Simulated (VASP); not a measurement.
Here is a VASP 6.6.1 calculation.

File INCAR:

```
  PREC = Accurate
  ENCUT = 600
  EDIFF = 1E-6
  ISMEAR = 0
  SIGMA = 0.05
  LREAL = False
  LASPH = True
  NELM = 100
  ALGO = Normal
  ISIF = 4
  LWAVE = False
  LCHARG = False
  GGA = PE
  IVDW = 12
  IBRION = 2
  NSW = 60
  EDIFFG = -0.01
```

File KPOINTS:

```
Automatic mesh
0
Gamma
  16 16 16
```

File POSCAR:

```
P
1.0
    1.6616550080      0.9593569661      2.7160422451
   -1.6616550080      0.9593569661      2.7160422451
    0.0000000000     -1.9187139323      2.7160422451
P
2
Direct
    0.2417846995      0.2417846995      0.2417846995
    0.7582153005      0.7582153005      0.7582153005
```

Potentials or basis: VASP PAW PBE potentials, release 64 (P).

Run with:

```bash
$ cat potpaw_PBE.64/P/POTCAR > POTCAR
$ mpirun -np 1 vasp_std > vasp.out
```

(1) Predict the band gap on the k mesh.

(2) Estimate the dispersion energy per atom.

Answers

(1) zero (bands 5 and 6 overlap by 2.84 eV).

(2) -0.544 eV.
